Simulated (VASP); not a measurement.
# CdTe (Fm-3m) in VASP: further runs

Runs on CdTe. Level: PBE. Tasks: single point.

All numbers are computed with VASP 6.6.1; they aren't measurements. Logs are shortened: lines on timing, memory, paths and dates and some standing lists are left out, and cuts for length are marked.

## 1. The cell of the first run

The structure is cubic, space group Fm-3m (No. 225). The conventional cell has a = 6.133 Å, b = 6.133 Å, c = 6.133 Å, α = 90.00°, β = 90.00°, γ = 90.00°. Within 4.0 Å of Cd (site symmetry m-3m) lie 6 Te at 3.07 Å. Within 4.0 Å of Te (site symmetry m-3m) lie 6 Cd at 3.07 Å.

## 2. Single point, PBE

Input file INCAR:

```
SYSTEM = CdTe
PREC = Accurate ; ENCUT = 520
EDIFF = 1E-7 ; ISMEAR = -1
SIGMA = 0.03 ; LREAL = .False.
LASPH = .True. ; NELM = 80
ALGO = Normal ; ISIF = 2
LWAVE = .False. ; LCHARG = .False.
GGA = PE ; NBANDS = 16
```

Input file KPOINTS:

```
regular mesh
0
Gamma
  10 10 10
  0 0 0
```

Input file POSCAR:

```
CdTe
1.0
    0.0000000000      3.0665640000      3.0665640000
    3.0665640000      0.0000000000      3.0665640000
    3.0665640000      3.0665640000      0.0000000000
Cd Te
1 1
Direct
    0.0000000000      0.0000000000      0.0000000000
    0.5000000000      0.5000000000      0.5000000000
```

Potentials or basis: VASP PAW PBE potentials, release 64 (Cd, Te).

Started as:

```sh
$ cat potpaw_PBE.64/Cd/POTCAR potpaw_PBE.64/Te/POTCAR > POTCAR
$ mpirun -np 1 vasp_std > vasp.out
```

OUTCAR:

```text
SYSTEM = CdTe
   PREC = Accurate
   ENCUT = 520
   EDIFF = 1E-7
   ISMEAR = -1
   LREAL = .False.
   LASPH = .True.
   NELM = 80
   ISIF = 2
   GGA = PE

 ion  position               nearest neighbor table
   1  0.000  0.000  0.000-   2 3.07   2 3.07   2 3.07   2 3.07   2 3.07   2 3.07
   2  0.500  0.500  0.500-   1 3.07   1 3.07   1 3.07   1 3.07   1 3.07   1 3.07

  LATTYP: Found a face centered cubic cell.
 ALAT       =     6.1331280000

  Lattice vectors:

 A1 = (   0.0000000000,   3.0665640000,   3.0665640000)
 A2 = (   3.0665640000,   0.0000000000,   3.0665640000)
 A3 = (   3.0665640000,   3.0665640000,   0.0000000000)

Analysis of symmetry for initial positions (statically):
=====================================================================
 Subroutine PRICEL returns:
 Original cell was already a primitive cell.

 Routine SETGRP: Setting up the symmetry group for a
 face centered cubic supercell.

 Subroutine GETGRP returns: Found 48 space group operations
 (whereof 48 operations were pure point group operations)
 out of a pool of 48 trial point group operations.

The static configuration has the point symmetry O_h .

Analysis of symmetry for dynamics (positions and initial velocities):
=====================================================================
 Subroutine PRICEL returns:
 Original cell was already a primitive cell.

 Routine SETGRP: Setting up the symmetry group for a
 face centered cubic supercell.

 Subroutine GETGRP returns: Found 48 space group operations
 (whereof 48 operations were pure point group operations)
 out of a pool of 48 trial point group operations.

The dynamic configuration has the point symmetry O_h .

 Subroutine INISYM returns: Found 48 space group operations
 (whereof 48 operations are pure point group operations),
 and found     1 'primitive' translations

----------------------------------------------------------------------------------------

                                     Primitive cell

  volume of cell :      57.6748

  direct lattice vectors                    reciprocal lattice vectors
     0.000000000  3.066564000  3.066564000    -0.163048937  0.163048937  0.163048937
     3.066564000  0.000000000  3.066564000     0.163048937 -0.163048937  0.163048937
     3.066564000  3.066564000  0.000000000     0.163048937  0.163048937 -0.163048937

  length of vectors
     4.336776399  4.336776399  4.336776399     0.282409043  0.282409043  0.282409043

  position of ions in fractional coordinates (direct lattice)
     0.000000000  0.000000000  0.000000000
     0.500000000  0.500000000  0.500000000

  ion indices of the primitive-cell ions
   primitive index   ion index
                 1           1
                 2           2

----------------------------------------------------------------------------------------

 KPOINTS: regular mesh

Automatic generation of k-mesh.
 Grid dimensions read from file:
 generate k-points for:   10   10   10

 Generating k-lattice:

  Cartesian coordinates                     Fractional coordinates (reciprocal lattice)
    -0.016304894  0.016304894  0.016304894     0.100000000  0.000000000  0.000000000
     0.016304894 -0.016304894  0.016304894     0.000000000  0.100000000  0.000000000
     0.016304894  0.016304894 -0.016304894     0.000000000  0.000000000  0.100000000

  Length of vectors
     0.028240904  0.028240904  0.028240904

  Shift w.r.t. Gamma in fractional coordinates (k-lattice)
     0.000000000  0.000000000  0.000000000

 Subroutine IBZKPT returns following result:
 ===========================================

 Found     47 irreducible k-points:

 Following reciprocal coordinates:
            Coordinates               Weight
  0.000000  0.000000  0.000000      1.000000
  0.100000  0.000000  0.000000      8.000000
  0.200000  0.000000  0.000000      8.000000
  0.300000  0.000000  0.000000      8.000000
  0.400000  0.000000  0.000000      8.000000
  0.500000  0.000000  0.000000      4.000000
[... 16 lines left out ...]
  0.300000  0.300000  0.000000      6.000000
  0.400000  0.300000  0.000000     24.000000
 [... further k-points ...]
   k-points           NKPTS =     47   k-points in BZ     NKDIM =     47   number of bands    NBANDS=     16
   number of dos      NEDOS =    301   number of ions     NIONS =      2
   total plane-waves  NPLWV =  32768
   dimension x,y,z NGX =    32 NGY =   32 NGZ =   32
   dimension x,y,z NGXF=    64 NGYF=   64 NGZF=   64
   ions per type =               1   1
   NGX,Y,Z   is equivalent  to a cutoff of  12.27, 12.27, 12.27 a.u.
   NGXF,Y,Z  is equivalent  to a cutoff of  24.53, 24.53, 24.53 a.u.
 SYSTEM =  CdTe
   PREC   = accura    normal or accurate (medium, high low for compatibility)
   ISTART =      0    job   : 0-new  1-cont  2-samecut
   ICHARG =      2    charge: 1-file 2-atom 10-const
   ISPIN  =      1    spin polarized calculation?
   LNONCOLLINEAR =      F non collinear calculations
   LSORBIT =      F    spin-orbit coupling
   LASPH  =      T    aspherical Exc in radial PAW
   ENCUT  =  520.0 eV  38.22 Ry    6.18 a.u.   8.06  8.06  8.06*2*pi/ulx,y,z
   NELM   =     80;   NELMIN=  2; NELMDL= -5     # of ELM steps
   EDIFF  = 0.1E-06   stopping-criterion for ELM
   LREAL  =      F    real-space projection
   EDIFFG = 0.1E-05   stopping-criterion for IOM
   NSW    =      0    number of steps for IOM
   IBRION =     -1    ionic relax: 0-MD 1-quasi-New 2-CG
   NFREE  =      0    steps in history (QN), initial steepest desc. (CG)
   ISIF   =      2    stress and relaxation
   ISYM   =      2    0-nonsym 1-usesym 2-fastsym
   POTIM  = 0.5000    time-step for ionic-motion
   TEBEG  =    0.0;   TEEND  =   0.0 temperature during run
   PSTRESS=    0.0 pullay stress
   NELECT =      18.0000    total number of electrons
   NUPDOWN=      -1.0000    fix difference up-down
   EMIN   =  10.00;   EMAX   =-10.00  energy-range for DOS
   EFERMI =   0.00;   METHOD = LEGACY
   ISMEAR =    -1;   SIGMA  =   0.03  broadening in eV -4-tet -1-fermi 0-gaus
   EFERMI_NEDOS =   21; number of points for ismear=-14 and -15
   IALGO  =     38    algorithm
   IMIX   =      4    mixing-type and parameters
     AMIX     =   0.40;   BMIX     =  1.00
     AMIX_MAG =   1.60;   BMIX_MAG =  1.00
  volume/ion in A,a.u.               =      28.84       194.60
  Fermi-wavevector in a.u.,A,eV,Ry     =   1.110462  2.098469 16.777691  1.233125
  Thomas-Fermi vector in A             =   2.247014
   LORBIT       =      0    0 simple, 1 ext, 2 COOP (PROOUT), +10 PAW based schemes
   GGA     = PE    functional components
   LHFCALC =     F    Hartree Fock is set to
   AEXX    =    0.0000 exact exchange contribution
   IVDW    =     0    specifies the selected vdW correction
   LEPSILON=     F    determine dielectric tensor
   LRPA    =     F    only Hartree local field effects (RPA)
 non-spin polarized calculation
  energy-cutoff  :      520.00
  volume of cell :       57.67
 maximum number of plane-waves:      1588
   NGX = 17   NGY = 17   NGZ = 17

 number of electron      18.0000008 magnetization

 Free energy of the ion-electron system (eV)
  ---------------------------------------------------
  ext. energy  EPLUGINS =         0.00000000
  ---------------------------------------------------
  free energy    TOTEN  =        -4.45440765 eV

  energy without entropy =       -4.45113045  energy(sigma->0) =       -4.45276905

 E-fermi :   3.8145     XC(G=0):  -9.6516

 val. band max:        3.8104317803   @ k =  -0.4000   0.5000   0.1000
 cond. band min:       3.8414867509   @ k =  -0.3000   0.1000   0.0000
 fundamental gap:      0.0310549706
 Fermi energy:         3.8145103368

 k-point     1 :       0.0000    0.0000    0.0000
  band No.  band energies     occupation
      1      -7.6977      2.00000
      2      -4.4819      2.00000
      3      -4.4819      2.00000
      4      -4.4432      2.00000
      5      -4.4432      2.00000
      6      -4.4432      2.00000
[... 8 lines left out ...]
     15      11.4800      0.00000
     16      11.4800      0.00000

 k-point     2 :       0.1000    0.0000    0.0000
  band No.  band energies     occupation
      1      -7.6203      2.00000
      2      -4.4939      2.00000
      3      -4.4939      2.00000
      4      -4.4461      2.00000
      5      -4.4372      2.00000
      6      -4.4372      2.00000
[... 8 lines left out ...]
     15      11.3363      0.00000
     16      11.4364      0.00000

 k-point     3 :       0.2000    0.0000    0.0000
  band No.  band energies     occupation
      1      -7.4013      2.00000
      2      -4.5284      2.00000
      3      -4.5284      2.00000
      4      -4.4555      2.00000
      5      -4.4180      2.00000
      6      -4.4180      2.00000
[... 8 lines left out ...]
     15      11.8457      0.00000
     16      11.8457      0.00000

 k-point     4 :       0.3000    0.0000    0.0000
  band No.  band energies     occupation
      1      -7.0885      2.00000
      2      -4.5719      2.00000
      3      -4.5719      2.00000
      4      -4.4735      2.00000
      5      -4.3928      2.00000
      6      -4.3928      2.00000
[... 8 lines left out ...]
     15      12.7425      0.00000
     16      12.7425      0.00000
[... 324 lines left out ...]
 k-point    22 :      -0.2000    0.2000    0.0000
  band No.  band energies     occupation
      1      -7.0329      2.00000
      2      -4.5905      2.00000
      3      -4.5227      2.00000
      4      -4.4534      2.00000
      5      -4.4002      2.00000
      6      -4.3577      2.00000
[... 8 lines left out ...]
     15      13.1527      0.00000
     16      14.8270      0.00000

 k-point    23 :       0.3000    0.3000    0.0000
  band No.  band energies     occupation
      1      -7.0744      2.00000
      2      -4.4835      2.00000
      3      -4.4505      2.00000
      4      -4.3774      2.00000
      5      -4.3755      2.00000
      6      -4.3755      2.00000
[... 8 lines left out ...]
     15      14.6111      0.00000
     16      15.4483      0.00000

 k-point    24 :       0.4000    0.3000    0.0000
  band No.  band energies     occupation
      1      -6.9526      2.00000
      2      -4.4878      2.00000
      3      -4.4626      2.00000
      4      -4.3701      2.00000
      5      -4.3543      2.00000
      6      -4.1990      2.00000
[... 8 lines left out ...]
     15      15.3766      0.00000
     16      15.8514      0.00000

 [... further k-points ...]
[... 5 lines left out ...]
  --------------------------------------------------------------------------------------
  -------------------------------------------------------------------------------------
  Total       -0.0091735     -0.0091735     -0.0091735      0.0000000      0.0000000     -0.0000000
  in kB       -0.2548362     -0.2548362     -0.2548362      0.0000000      0.0000000     -0.0000000
  external PRESSURE =      -0.2548362 kB  Pullay stress =       0.0000000 kB

 VOLUME and BASIS-vectors are now :
 -----------------------------------------------------------------------------
  energy-cutoff  :      520.00
  volume of cell :       57.67
      direct lattice vectors                 reciprocal lattice vectors
     0.000000000  3.066564000  3.066564000    -0.163048937  0.163048937  0.163048937
     3.066564000  0.000000000  3.066564000     0.163048937 -0.163048937  0.163048937
     3.066564000  3.066564000  0.000000000     0.163048937  0.163048937 -0.163048937

 POSITION                                       TOTAL-FORCE (eV/Angst)
 -----------------------------------------------------------------------------------
      0.00000      0.00000      0.00000        -0.000000     -0.000000     -0.000000
      3.06656      3.06656      3.06656         0.000000      0.000000      0.000000
 -----------------------------------------------------------------------------------
    total drift:                                0.000000     -0.000000     -0.000000

  FREE ENERGIE OF THE ION-ELECTRON SYSTEM (eV)
  ---------------------------------------------------
  free  energy   TOTEN  =        -4.4544076465 eV

  energy  without entropy=       -4.4511304497  energy(sigma->0) =       -4.45276905
```

It took 60 s on 1 thread of AMD EPYC 7R13 (Zen 3), shared host; peak memory 0.17 GiB.

What came out:

```yaml
Free_energy: -4.4544 eV
Pressure: 0.0 GPa
Band_gap_on_the_k_mesh: zero (band 9 reaches 3.87 eV, above the bottom of band 10 at 2.53 eV)
```

Caveat: spin-orbit coupling is left out, which moves the levels of the heavy elements.

## 3. Single point, PBE, non-collinear spin, zero start, spin-orbit coupling

Input file INCAR:

```
PREC = Accurate
ENCUT = 520
EDIFF = 1E-6
ISMEAR = -1
SIGMA = 0.03
LREAL = False
LASPH = True
NELM = 150
ALGO = Normal
ISIF = 2
LWAVE = False
LCHARG = True
MAGMOM = 0 0 0 0 0 0
LORBIT = 11
LSORBIT = True
GGA_COMPAT = False
LORBMOM = True
GGA = PE
LVHAR = True
NBANDS = 30
```

Input file KPOINTS:

```
regular mesh
0
Gamma
  10 10 10
```

POSCAR is that of step 2.

Potentials or basis: VASP PAW PBE potentials, release 64 (Cd, Te).

Started as:

```sh
$ cat potpaw_PBE.64/Cd/POTCAR potpaw_PBE.64/Te/POTCAR > POTCAR
$ mpirun -np 1 vasp_ncl > vasp.out
```

It took 5.9 min on 1 thread of AMD EPYC 7R13 (Zen 3), shared host; peak memory 0.34 GiB.

Results (log left out):

```
Free energy                                           : -4.5919 eV
Pressure                                              : 0.1 GPa
Net moment                                            : 0.00 μB per cell
Valence electrons inside the program's atomic spheres : Cd 10.22; Te 3.38
```

Moments on the atoms (μB; x, y, z):
```
Cd  0.00 0.00 0.00
Te  0.00 0.00 0.00
```
